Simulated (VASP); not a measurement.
## BAs: single point with r2SCAN

Crystal: BAs.

```
B As
1.0
     2.92516    0.00000    0.00000
     0.00000    2.92516    0.00000
     0.00000    0.00000    2.92516
B As
1 1
Cartesian
  0.0000 0.0000 0.0000
  1.4626 1.4626 1.4626
```

```
Program                : VASP 6.6.1
Task                   : single point
Functional             : r2SCAN
Potentials or basis    : VASP PAW PBE potentials, release 64 (B, As)
Cutoff                 : 520 eV
k mesh                 : 6 × 6 × 6
Occupations            : fermi-dirac, width 0.02 eV
Spin                   : collinear spin, zero start
Starting moments       : [0.0, 0.0] μB
Dipole correction      : no
Further INCAR settings : ALGO = Normal; EDIFF = 1e-07; NBANDS = 15
```

```yaml
Pressure: 2.0 GPa
Band_gap_on_the_k_mesh: zero (filled and empty bands overlap)
Net_moment: 0.00 μB per cell
Valence_electrons_inside_the_program's_atomic_spheres: B 1.51; As 2.70
```

Levels at points of the mesh, in eV from the Fermi level:
Spin up:
| k point | band 2 | band 3 | band 4 | band 5 | band 6 | band 7 |
| --- | --- | --- | --- | --- | --- | --- |
| (0.00, 0.00, 0.00) | -1.00 | -1.00 | -1.00 | -0.14 | 6.02 | 6.02 |
| (0.50, 0.00, 0.00) | -10.82 | 3.01 | 3.01 | 3.34 | 3.34 | 3.85 |
| (0.50, 0.50, 0.00) | -7.29 | -7.29 | -5.99 | 4.45 | 5.36 | 7.77 |
| (0.50, 0.50, 0.50) | -3.32 | -3.32 | -3.32 | -2.91 | -2.12 | -2.12 |
Spin down:
| k point | band 2 | band 3 | band 4 | band 5 | band 6 | band 7 |
| --- | --- | --- | --- | --- | --- | --- |
| (0.00, 0.00, 0.00) | -1.00 | -1.00 | -1.00 | -0.14 | 6.02 | 6.02 |
| (0.50, 0.00, 0.00) | -10.82 | 3.01 | 3.01 | 3.34 | 3.34 | 3.85 |
| (0.50, 0.50, 0.00) | -7.29 | -7.29 | -5.99 | 4.45 | 5.36 | 7.77 |
| (0.50, 0.50, 0.50) | -3.32 | -3.32 | -3.32 | -2.91 | -2.12 | -2.12 |

Wall time 32 s on 1 thread of Intel(R) Xeon(R) Platinum 8559C (Emerald Rapids), with other jobs on the host, peak memory 0.15 GiB.

Caveat: the PAW data sets were made with another functional, which shifts forces and pressure a little.
